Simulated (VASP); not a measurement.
# BN (P6_3/mmc) in VASP: a series of runs

BN is run at these levels: PBE; tasks: single point.

All numbers are computed with VASP 6.6.1; they aren't measurements. Logs are shortened: lines on timing, memory, paths and dates and some standing lists are left out, and cuts for length are marked.

## 1. The cell of the first run

The structure is hexagonal, space group P6_3/mmc (No. 194). Conventional cell: a = 2.512 Å, b = 2.512 Å, c = 8.327 Å, α = 90.00°, β = 90.00°, γ = 120.00°. Within 1.9 Å of B (site symmetry -6m2) lie 3 N at 1.45 Å. Within 1.9 Å of N (site symmetry -6m2) lie 3 B at 1.45 Å.

## 2. Single point, PBE

The input, INCAR:

```
PREC = Accurate ; ENCUT = 520
EDIFF = 1E-6 ; ISMEAR = 0
SIGMA = 0.01 ; LREAL = F
LASPH = T ; NELM = 100
ALGO = Normal ; ISIF = 2
LWAVE = F ; LCHARG = T
GGA = PE ; LELF = T
LVHAR = T ; NBANDS = 16
```

The input, KPOINTS:

```
Automatic mesh
0
Gamma
  9 9 4
```

The input, POSCAR:

```
BN
1.0
    2.5121665638      0.0000000000      0.0000000000
   -1.2560832819      2.1756000628      0.0000000000
    0.0000000000      0.0000000000      8.3272292926
B N
2 2
Direct
    0.3333333333      0.6666666667      0.2500000000
    0.6666666667      0.3333333333      0.7500000000
    0.6666666667      0.3333333333      0.2500000000
    0.3333333333      0.6666666667      0.7500000000
```

Potentials or basis: VASP PAW PBE potentials, release 64 (B, N).

Started as:

```bash
$ cat potpaw_PBE.64/B/POTCAR potpaw_PBE.64/N/POTCAR > POTCAR
$ mpirun -np 1 vasp_std > vasp.out
```

OUTCAR:

```text
PREC = Accurate
   ENCUT = 520
   EDIFF = 1E-6
   ISMEAR = 0
   LREAL = F
   LASPH = T
   NELM = 100
   ISIF = 2
   GGA = PE

 ion  position               nearest neighbor table
   1  0.333  0.667  0.250-   3 1.45   3 1.45   3 1.45
   2  0.667  0.333  0.750-   4 1.45   4 1.45   4 1.45
   3  0.667  0.333  0.250-   1 1.45   1 1.45   1 1.45
   4  0.333  0.667  0.750-   2 1.45   2 1.45   2 1.45

  LATTYP: Found a hexagonal cell.
 ALAT       =     2.5121665638
 C/A-ratio  =     3.3147600213

  Lattice vectors:

 A1 = (   2.5121665638,   0.0000000000,   0.0000000000)
 A2 = (  -1.2560832819,   2.1756000628,   0.0000000000)
 A3 = (   0.0000000000,   0.0000000000,   8.3272292926)

Analysis of symmetry for initial positions (statically):
=====================================================================
 Subroutine PRICEL returns:
 Original cell was already a primitive cell.

 Routine SETGRP: Setting up the symmetry group for a
 hexagonal supercell.

 Subroutine GETGRP returns: Found 24 space group operations
 (whereof 12 operations were pure point group operations)
 out of a pool of 24 trial point group operations.

The static configuration has the point symmetry D_3d.
 The point group associated with its full space group is D_6h.

Analysis of symmetry for dynamics (positions and initial velocities):
=====================================================================
 Subroutine PRICEL returns:
 Original cell was already a primitive cell.

 Routine SETGRP: Setting up the symmetry group for a
 hexagonal supercell.

 Subroutine GETGRP returns: Found 24 space group operations
 (whereof 12 operations were pure point group operations)
 out of a pool of 24 trial point group operations.

The dynamic configuration has the point symmetry D_3d.
 The point group associated with its full space group is D_6h.

 Subroutine INISYM returns: Found 24 space group operations
 (whereof 12 operations are pure point group operations),
 and found     1 'primitive' translations

----------------------------------------------------------------------------------------

                                     Primitive cell

  volume of cell :      45.5122

  direct lattice vectors                    reciprocal lattice vectors
     2.512166564  0.000000000  0.000000000     0.398062778  0.229821652  0.000000000
    -1.256083282  2.175600063  0.000000000     0.000000000  0.459643304  0.000000000
     0.000000000  0.000000000  8.327229293     0.000000000  0.000000000  0.120087963

  length of vectors
     2.512166564  2.512166564  8.327229293     0.459643304  0.459643304  0.120087963

  position of ions in fractional coordinates (direct lattice)
     0.333333333  0.666666667  0.250000000
     0.666666667  0.333333333  0.750000000
     0.666666667  0.333333333  0.250000000
     0.333333333  0.666666667  0.750000000

  ion indices of the primitive-cell ions
   primitive index   ion index
                 1           1
                 2           2
                 3           3
                 4           4

----------------------------------------------------------------------------------------

 KPOINTS: Automatic mesh

Automatic generation of k-mesh.
 Grid dimensions read from file:
 generate k-points for:    9    9    4

 Generating k-lattice:

  Cartesian coordinates                     Fractional coordinates (reciprocal lattice)
     0.044229198  0.025535739  0.000000000     0.111111111  0.000000000  0.000000000
     0.000000000  0.051071478  0.000000000     0.000000000  0.111111111  0.000000000
     0.000000000  0.000000000  0.030021991     0.000000000  0.000000000  0.250000000

  Length of vectors
     0.051071478  0.051071478  0.030021991

  Shift w.r.t. Gamma in fractional coordinates (k-lattice)
     0.000000000  0.000000000  0.000000000

 Subroutine IBZKPT returns following result:
 ===========================================

 Found     36 irreducible k-points:

 Following reciprocal coordinates:
            Coordinates               Weight
  0.000000  0.000000  0.000000      1.000000
  0.111111  0.000000  0.000000      6.000000
  0.222222  0.000000  0.000000      6.000000
  0.333333  0.000000  0.000000      6.000000
  0.444444  0.000000  0.000000      6.000000
  0.111111  0.111111  0.000000      6.000000
[... 16 lines left out ...]
  0.333333  0.222222  0.250000     24.000000
  0.333333  0.333333  0.250000      4.000000
 [... further k-points ...]
   k-points           NKPTS =     36   k-points in BZ     NKDIM =     36   number of bands    NBANDS=     16
   number of dos      NEDOS =    301   number of ions     NIONS =      4
   total plane-waves  NPLWV =  25600
   dimension x,y,z NGX =    20 NGY =   20 NGZ =   64
   dimension x,y,z NGXF=    40 NGYF=   40 NGZF=  128
   ions per type =               2   2
   NGX,Y,Z   is equivalent  to a cutoff of  13.24, 13.24, 12.78 a.u.
   NGXF,Y,Z  is equivalent  to a cutoff of  26.47, 26.47, 25.55 a.u.
 SYSTEM =  unknown system
   PREC   = accura    normal or accurate (medium, high low for compatibility)
   ISTART =      0    job   : 0-new  1-cont  2-samecut
   ICHARG =      2    charge: 1-file 2-atom 10-const
   ISPIN  =      1    spin polarized calculation?
   LNONCOLLINEAR =      F non collinear calculations
   LSORBIT =      F    spin-orbit coupling
   LASPH  =      T    aspherical Exc in radial PAW
   ENCUT  =  520.0 eV  38.22 Ry    6.18 a.u.   4.67  4.67 15.48*2*pi/ulx,y,z
   NELM   =    100;   NELMIN=  2; NELMDL= -5     # of ELM steps
   EDIFF  = 0.1E-05   stopping-criterion for ELM
   LREAL  =      F    real-space projection
   EDIFFG = 0.1E-04   stopping-criterion for IOM
   NSW    =      0    number of steps for IOM
   IBRION =     -1    ionic relax: 0-MD 1-quasi-New 2-CG
   NFREE  =      0    steps in history (QN), initial steepest desc. (CG)
   ISIF   =      2    stress and relaxation
   ISYM   =      2    0-nonsym 1-usesym 2-fastsym
   POTIM  = 0.5000    time-step for ionic-motion
   TEBEG  =    0.0;   TEEND  =   0.0 temperature during run
   PSTRESS=    0.0 pullay stress
   NELECT =      16.0000    total number of electrons
   NUPDOWN=      -1.0000    fix difference up-down
   EMIN   =  10.00;   EMAX   =-10.00  energy-range for DOS
   EFERMI =   0.00;   METHOD = LEGACY
   ISMEAR =     0;   SIGMA  =   0.01  broadening in eV -4-tet -1-fermi 0-gaus
   EFERMI_NEDOS =   21; number of points for ismear=-14 and -15
   IALGO  =     38    algorithm
   IMIX   =      4    mixing-type and parameters
     AMIX     =   0.40;   BMIX     =  1.00
     AMIX_MAG =   1.60;   BMIX_MAG =  1.00
  volume/ion in A,a.u.               =      11.38        76.78
  Fermi-wavevector in a.u.,A,eV,Ry     =   1.155417  2.183422 18.163626  1.334989
  Thomas-Fermi vector in A             =   2.292046
   LORBIT       =      0    0 simple, 1 ext, 2 COOP (PROOUT), +10 PAW based schemes
   GGA     = PE    functional components
   LHFCALC =     F    Hartree Fock is set to
   AEXX    =    0.0000 exact exchange contribution
   IVDW    =     0    specifies the selected vdW correction
   LEPSILON=     F    determine dielectric tensor
   LRPA    =     F    only Hartree local field effects (RPA)
 non-spin polarized calculation
 Gauss-broadening in eV      SIGMA  =   0.01
  energy-cutoff  :      520.00
  volume of cell :       45.51
 maximum number of plane-waves:      1243
 NGX is ok and might be reduce to    20
   NGX =  9   NGY =  9   NGZ = 31

 number of electron      15.9999998 magnetization

 Free energy of the ion-electron system (eV)
  ---------------------------------------------------
  ext. energy  EPLUGINS =         0.00000000
  ---------------------------------------------------
  free energy    TOTEN  =       -35.20720339 eV

  energy without entropy =      -35.20720339  energy(sigma->0) =      -35.20720339

 E-fermi :   0.7110     XC(G=0):  -8.5923

 val. band max:        0.6148914672   @ k =   0.3333   0.3333   0.5000
 cond. band min:       5.0159342870   @ k =   0.0000   0.0000   0.0000
 fundamental gap:      4.4010428198
 Fermi energy:         0.7110241213

 k-point     1 :       0.0000    0.0000    0.0000
  band No.  band energies     occupation
      1     -17.0164      2.00000
      2     -16.9748      2.00000
      3      -4.8783      2.00000
      4      -4.2681      2.00000
      5      -0.7353      2.00000
      6      -0.7353      2.00000
[... 8 lines left out ...]
     15      12.1358      0.00000
     16      12.9780      0.00000

 k-point     2 :       0.1111    0.0000    0.0000
  band No.  band energies     occupation
      1     -16.7805      2.00000
      2     -16.7404      2.00000
      3      -4.5567      2.00000
      4      -3.9596      2.00000
      5      -1.6914      2.00000
      6      -1.6869      2.00000
[... 8 lines left out ...]
     15      13.1419      0.00000
     16      13.1576      0.00000

 k-point     3 :       0.2222    0.0000    0.0000
  band No.  band energies     occupation
      1     -16.0986      2.00000
      2     -16.0630      2.00000
      3      -3.8662      2.00000
      4      -3.8609      2.00000
      5      -3.6181      2.00000
      6      -3.0640      2.00000
[... 8 lines left out ...]
     15      13.3862      0.00000
     16      15.7515      0.00000

 k-point     4 :       0.3333    0.0000    0.0000
  band No.  band energies     occupation
      1     -15.0819      2.00000
      2     -15.0542      2.00000
      3      -6.2417      2.00000
      4      -6.2352      2.00000
      5      -2.9584      2.00000
      6      -2.9528      2.00000
[... 8 lines left out ...]
     15      15.0173      0.00000
     16      18.1164      0.00000
[... 324 lines left out ...]
 k-point    22 :       0.2222    0.2222    0.2500
  band No.  band energies     occupation
      1     -14.5314      2.00000
      2     -14.5150      2.00000
      3      -6.4202      2.00000
      4      -6.4153      2.00000
      5      -4.6228      2.00000
      6      -4.6174      2.00000
[... 8 lines left out ...]
     15      14.4298      0.00000
     16      15.5366      0.00000

 k-point    23 :       0.3333    0.2222    0.2500
  band No.  band energies     occupation
      1     -13.6955      2.00000
      2     -13.6879      2.00000
      3      -7.4983      2.00000
      4      -7.4901      2.00000
      5      -5.4793      2.00000
      6      -5.4743      2.00000
[... 8 lines left out ...]
     15      15.3574      0.00000
     16      15.8004      0.00000

 k-point    24 :       0.3333    0.3333    0.2500
  band No.  band energies     occupation
      1     -13.3648      2.00000
      2     -13.3648      2.00000
      3      -7.2469      2.00000
      4      -7.2316      2.00000
      5      -6.5368      2.00000
      6      -6.5368      2.00000
[... 8 lines left out ...]
     15      15.7660      0.00000
     16      17.1676      0.00000

 [... further k-points ...]

------------------------ aborting loop because EDIFF is reached ----------------------------------------

  FORCE on cell =-STRESS in cart. coord.  units (eV):
  Direction    XX          YY          ZZ          XY          YZ          ZX
  --------------------------------------------------------------------------------------
  -------------------------------------------------------------------------------------
  Total        0.0365770      0.0365770     -0.0177102      0.0000000     -0.0000000      0.0000000
  in kB        1.2876271      1.2876271     -0.6234552      0.0000000     -0.0000000      0.0000000
  external PRESSURE =       0.6505997 kB  Pullay stress =       0.0000000 kB

 VOLUME and BASIS-vectors are now :
 -----------------------------------------------------------------------------
  energy-cutoff  :      520.00
  volume of cell :       45.51
      direct lattice vectors                 reciprocal lattice vectors
     2.512166564  0.000000000  0.000000000     0.398062778  0.229821652  0.000000000
    -1.256083282  2.175600063  0.000000000     0.000000000  0.459643304  0.000000000
     0.000000000  0.000000000  8.327229293     0.000000000  0.000000000  0.120087963

 POSITION                                       TOTAL-FORCE (eV/Angst)
 -----------------------------------------------------------------------------------
     -0.00000      1.45040      2.08181         0.000000     -0.000000      0.000000
      1.25608      0.72520      6.24542        -0.000000      0.000000      0.000000
      1.25608      0.72520      2.08181         0.000000      0.000000      0.000000
     -0.00000      1.45040      6.24542         0.000000     -0.000000      0.000000
 -----------------------------------------------------------------------------------
    total drift:                               -0.000000      0.000000     -0.000000

  FREE ENERGIE OF THE ION-ELECTRON SYSTEM (eV)
  ---------------------------------------------------
  free  energy   TOTEN  =       -35.2072033907 eV

  energy  without entropy=      -35.2072033907  energy(sigma->0) =      -35.20720339
```

Run time: 42 s. Hardware: 1 thread of AMD EPYC 7R13, shared host; peak memory 0.13 GiB.

What came out:

```
Free energy            : -35.2072 eV
Pressure               : 0.1 GPa
Band gap on the k mesh : 4.40 eV, indirect (least direct gap 4.66 eV)
```

Stress tensor (GPa, compression positive):
```
 0.13  0.00  0.00
 0.00  0.13  0.00
 0.00  0.00 -0.06
```

Caveat: this functional lacks dispersion, which binds the layers, so the pressure and a relaxed spacing across them are unreliable.

(Continued in part 2 of 2.)
